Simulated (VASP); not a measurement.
# TiO2: relaxation of the atoms with PBE

Crystal: TiO2.

```
Ti O
1.0
     5.58222    0.00000    0.00000
    -2.79111    4.83435    0.00000
     0.00000    0.00000    6.08247
Ti O
3 6
Direct
  0.46694 0.00000 0.33333
  0.00000 0.46694 0.66667
  0.53306 0.53306 0.00000
  0.58107 0.85143 0.12066
  0.72963 0.14857 0.54600
  0.27037 0.41893 0.78733
  0.85143 0.58107 0.87934
  0.14857 0.72963 0.45400
  0.41893 0.27037 0.21267
```

```
Program                : VASP 6.6.1
Task                   : relaxation of the atoms
Functional             : PBE
Potentials or basis    : VASP PAW PBE potentials, release 64 (Ti_sv, O)
Cutoff                 : 520 eV
k mesh                 : 5 × 5 × 4
Occupations            : fermi-dirac, width 0.05 eV
Spin                   : no spin polarisation
Dipole correction      : no
Further INCAR settings : ALGO = Normal; EDIFF = 1e-06; IBRION = 2; EDIFFG = -0.01; NSW = 60
```

```yaml
Energy_gained_by_relaxing: 0.5 meV/atom
Ionic_steps: 11
Pressure_after_relaxing: 0.9 GPa
Largest_force_after_relaxing: 0.004 eV/Å
Band_gap_on_the_k_mesh: 3.51 eV
```

Forces on the atoms (eV/Å):
```
Ti   0.004  0.000  0.000
Ti  -0.002  0.004  0.000
Ti  -0.002 -0.004  0.000
O    0.000  0.002  0.003
O    0.000 -0.002 -0.003
O    0.002 -0.001  0.003
O    0.002  0.001 -0.003
O   -0.002 -0.001  0.003
O   -0.002  0.001 -0.003
```

Step by step:
```tsv
step	energy change (eV)	largest force (eV/Å)	pressure (GPa)
1	0.0000	0.0920	1.91
2	-0.0020	0.0630	1.65
3	-0.0036	0.0302	1.11
4	-0.0036	0.0281	1.17
5	-0.0038	0.0298	1.12
6	-0.0038	0.0353	1.11
7	-0.0040	0.0313	1.08
8	-0.0043	0.0195	1.04
9	-0.0046	0.0113	0.93
10	-0.0046	0.0129	0.91
11	-0.0046	0.0041	0.89
```

Final structure:
```xyz
9
Lattice="5.5822 0.0000 0.0000 -2.7911 4.8343 0.0000 0.0000 0.0000 6.0825" Properties=species:S:1:pos:R:3 pbc="T T T"
Ti    2.5981    0.0000    2.0275
Ti   -1.2991    2.2501    4.0550
Ti    1.4920    2.5843    0.0000
O     0.8639    4.1322    0.7217
O     3.6550    0.7022    3.3333
O     0.3555    2.0201    4.7767
O     3.1466    2.8142    5.3607
O    -1.2194    3.5164    2.7492
O     1.5717    1.3179    1.3058
```

Levels at points of the mesh, in eV from the valence-band top:
```tsv
k point	band 33	band 34	band 35	band 36	band 37	band 38	band 39	band 40
(0.00, 0.00, 0.00)	-0.82	-0.33	-0.31	-0.31	3.58	4.12	4.12	4.53
(0.00, 0.00, 0.50)	-0.61	-0.05	-0.05	0.00	3.51	3.91	3.91	4.33
```

Wall time 5.5 min on 1 thread of Intel(R) Xeon(R) 6975P-C (Granite Rapids), with other jobs on the host, peak memory 0.33 GiB.

A k mesh can miss the band edges.
